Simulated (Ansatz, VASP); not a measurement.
Two plane-wave programs on As2Pt

INCAR

```
SYSTEM = As2Pt
PREC = Accurate
ENCUT = 500
EDIFF = 1E-7
ISMEAR = 0
SIGMA = 0.02
LREAL = .FALSE.
LASPH = .TRUE.
NELM = 120
ALGO = Normal
ISIF = 3
LWAVE = .FALSE.
LCHARG = .FALSE.
GGA = PE
IVDW = 12
IBRION = 2
NSW = 70
EDIFFG = -0.02
GGA_COMPAT = .FALSE.
NELMIN = 4
```

File KPOINTS:

```
Automatic mesh
0
G
  6 6 6
  0 0 0
```

The input POSCAR:

```
As2Pt
1.0
    6.0592053490      0.0000000000      0.0000000000
    0.0000000000      6.0592053490      0.0000000000
    0.0000000000      0.0000000000      6.0592053490
As Pt
8 4
Direct
    0.3835341348      0.3835341348      0.3835341348
    0.1164658652      0.6164658652      0.8835341348
    0.8835341348      0.1164658652      0.6164658652
    0.6164658652      0.8835341348      0.1164658652
    0.6164658652      0.6164658652      0.6164658652
    0.8835341348      0.3835341348      0.1164658652
    0.1164658652      0.8835341348      0.3835341348
    0.3835341348      0.1164658652      0.8835341348
    0.0000000000      0.0000000000      0.0000000000
    0.5000000000      0.0000000000      0.5000000000
    0.5000000000      0.5000000000      0.0000000000
    0.0000000000      0.5000000000      0.5000000000
```

Input for Ansatz:

```yaml
crystal:
  lattice:
    - [6.059205349, 0.0, 0.0]
    - [0.0, 6.059205349, 0.0]
    - [0.0, 0.0, 6.059205349]
  atoms:
    - { symbol: As, position: [0.3835341348, 0.3835341348, 0.3835341348] }
    - { symbol: As, position: [0.1164658652, 0.6164658652, 0.8835341348] }
    - { symbol: As, position: [0.8835341348, 0.1164658652, 0.6164658652] }
    - { symbol: As, position: [0.6164658652, 0.8835341348, 0.1164658652] }
    - { symbol: As, position: [0.6164658652, 0.6164658652, 0.6164658652] }
    - { symbol: As, position: [0.8835341348, 0.3835341348, 0.1164658652] }
    - { symbol: As, position: [0.1164658652, 0.8835341348, 0.3835341348] }
    - { symbol: As, position: [0.3835341348, 0.1164658652, 0.8835341348] }
    - { symbol: Pt, position: [0.0, 0.0, 0.0] }
    - { symbol: Pt, position: [0.5, 0.0, 0.5] }
    - { symbol: Pt, position: [0.5, 0.5, 0.0] }
    - { symbol: Pt, position: [0.0, 0.5, 0.5] }
basis:
  ecutwfc: 420
kpoints:
  mp_grid: { grid: [6, 6, 6] }
hamiltonian:
  xc: pbe
  dispersion: d3bj
scf:
  occupations: { method: gaussian, width: 0.02 }
output:
  forces: true
  stress: true
  eigenvalues: true
relax:
  adjacent_minimum: "off"
  f_tol: 0.02
  max_steps: 50
  cell: { stress_tol: 0.1 }
```

Alike in both runs: task relaxation of cell and atoms; functional PBE; dispersion D3(BJ); k mesh 6 × 6 × 6; occupations gaussian, width 0.02 eV; no spin polarisation.

|  | VASP | Ansatz |
| --- | --- | --- |
| version | VASP 6.6.1 | Ansatz 0.2.0 |
| potentials or method | VASP PAW PBE potentials, release 64 (As, Pt), cutoff 500 eV | scalar-relativistic, plane waves, PAW |
| valence electrons in the cell | 80 | 192 |

Ansatz gave:

| Property | Result |
| --- | --- |
| gap on the k mesh at the Fermi level, each at its own relaxed structure (eV) | 0.26 |
| relaxed volume (Å³/atom) | 17.92 |
| relaxed cell length with the largest relative difference (Å) | 5.991 |

**Question.** Which values does VASP return?

**Answer.** gap on the k mesh at the Fermi level, each at its own relaxed structure (eV): 0.25; relaxed volume (Å³/atom): 17.92; relaxed cell length with the largest relative difference (Å): 5.991.

VASP's potentials hold 80 valence electrons a cell and Ansatz's 192, so a difference there can come from the potentials and not from the codes.

Neither program's run includes spin-orbit coupling.
